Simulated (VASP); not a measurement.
A run of VASP 6.6.1:

INCAR

```
PREC = Accurate ; ENCUT = 520
EDIFF = 1E-7 ; ISMEAR = 0
SIGMA = 0.1 ; LREAL = F
LASPH = T ; NELM = 150
ALGO = Normal ; ISIF = 2
LWAVE = F ; LCHARG = T
ISPIN = 2 ; MAGMOM = 1 1 -1 0 0 0 0 0 0
LORBIT = 11 ; LMAXMIX = 4
GGA = PE ; LELF = T
LVHAR = T ; NBANDS = 45
```

KPOINTS

```
Automatic mesh
0
Gamma
  4 4 4
```

File POSCAR:

```
TiRe2Se6
1.0
    0.0000000000      4.8865891800      4.8865891800
    4.8865891800      0.0000000000      4.8865891800
    4.8865891800      4.8865891800      0.0000000000
Ti Re Se
1 2 6
Direct
    0.0000000000      0.0000000000      0.0000000000
    0.7500000000      0.7500000000      0.7500000000
    0.2500000000      0.2500000000      0.2500000000
    0.5000000000      0.0000000000      0.0000000000
    0.0000000000      0.5000000000      0.5000000000
    0.0000000000      0.5000000000      0.0000000000
    0.5000000000      0.0000000000      0.5000000000
    0.0000000000      0.0000000000      0.5000000000
    0.5000000000      0.5000000000      0.0000000000
```

Potentials or basis: VASP PAW PBE potentials, release 64 (Ti_sv, Re, Se).

Command:

```sh
$ cat potpaw_PBE.64/Ti_sv/POTCAR potpaw_PBE.64/Re/POTCAR potpaw_PBE.64/Se/POTCAR > POTCAR
$ mpirun -np 1 vasp_std > vasp.out
```

Hardware: 1 thread of Intel(R) Xeon(R) Platinum 8488C (Sapphire Rapids), with other jobs on the host.

Question: How long does it take, and how much memory?

Answer: Run time: 8.3 min on 1 thread of Intel(R) Xeon(R) Platinum 8488C (Sapphire Rapids) (shared host), peak memory 0.58 GiB. Counts: scf iterations 32, k points 8.
